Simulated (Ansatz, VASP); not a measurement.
# CuO in VASP and in Ansatz

File INCAR:

```
SYSTEM = CuO
PREC     = Accurate       ! precision mode
ENCUT    = 600            ! plane-wave cutoff, eV
EDIFF    = 1E-7           ! SCF threshold, eV
ISMEAR   = -1             ! smearing method
SIGMA    = 0.05           ! smearing width, eV
LREAL    = .FALSE.        ! projectors in reciprocal space
LASPH    = .TRUE.         ! aspherical terms in the spheres
NELM     = 60             ! most SCF steps
ALGO     = Normal         ! electronic algorithm
ISIF     = 3              ! what is computed and relaxed
LWAVE    = .FALSE.        ! write WAVECAR
LCHARG   = .FALSE.        ! write CHGCAR
GGA      = CA             ! functional
IBRION   = 2              ! ionic algorithm
NSW      = 60             ! ionic steps
EDIFFG   = -0.01          ! ionic threshold
```

The input KPOINTS:

```
regular mesh
0
G
  11 11 11
  0 0 0
```

File POSCAR:

```
CuO
1.0
    0.0000000000      2.1165600000      2.1165600000
    2.1165600000      0.0000000000      2.1165600000
    2.1165600000      2.1165600000      0.0000000000
Cu O
1 1
Direct
    0.0294977200      0.0281008700      0.9080259900
    0.4705022800      0.4718991300      0.5919740100
```

input.yaml

```yaml
crystal:
  lattice:
    - [0.0, 2.11656, 2.11656]
    - [2.11656, 0.0, 2.11656]
    - [2.11656, 2.11656, 0.0]
  atoms:
    - { symbol: Cu, position: [0.02949772, 0.02810087, 0.90802599] }
    - { symbol: O, position: [0.47050228, 0.47189913, 0.59197401] }
hamiltonian:
  xc: lda
  pseudopotentials: { kind: paw }
kpoints:
  mp_grid: { grid: [11, 11, 11] }
scf:
  occupations: { method: fermi_dirac, width: 0.05 }
output:
  forces: true
  stress: true
  eigenvalues: true
relax:
  f_tol: 0.01
  max_steps: 40
  cell: { stress_tol: 0.05 }
```

Alike in both runs: task relaxation of cell and atoms; functional LDA; k mesh 11 × 11 × 11; occupations fermi-dirac, width 0.05 eV; no spin polarisation.

```csv
,VASP,Ansatz
version,VASP 6.6.1,Ansatz 0.2.0
potentials or method,"VASP PAW LDA potentials, release 64 (Cu, O)",Ansatz PAW
plane-wave cutoff (eV),600,420
valence electrons in the cell,17,25
```

Ansatz gave:

```
gap on the k mesh at the Fermi level, each at its own relaxed structure (eV) : none
relaxed volume (Å³/atom)                                                     : 8.77
relaxed length of the cell vector where the two differ most in proportion (Å)              : 2.916
```

Task: Which values does VASP return?

Result: gap on the k mesh at the Fermi level, each at its own relaxed structure (eV): none; relaxed volume (Å³/atom): 8.78; relaxed length of the cell vector where the two differ most in proportion (Å): 2.918.

LDA's correlation is that of Perdew and Zunger in VASP and of Perdew and Wang (1992) in Ansatz. A gap of «none» marks a metal or a gap that the smearing closes. VASP's potentials hold 17 valence electrons a cell and Ansatz's 25, so a difference there can come from the potentials and not from the codes.

Noted on Ansatz's run: Pulay correction over one GPa; the plane-wave basis is chosen anew once the cell has moved, so the energies of steps on either side of that aren't comparable.
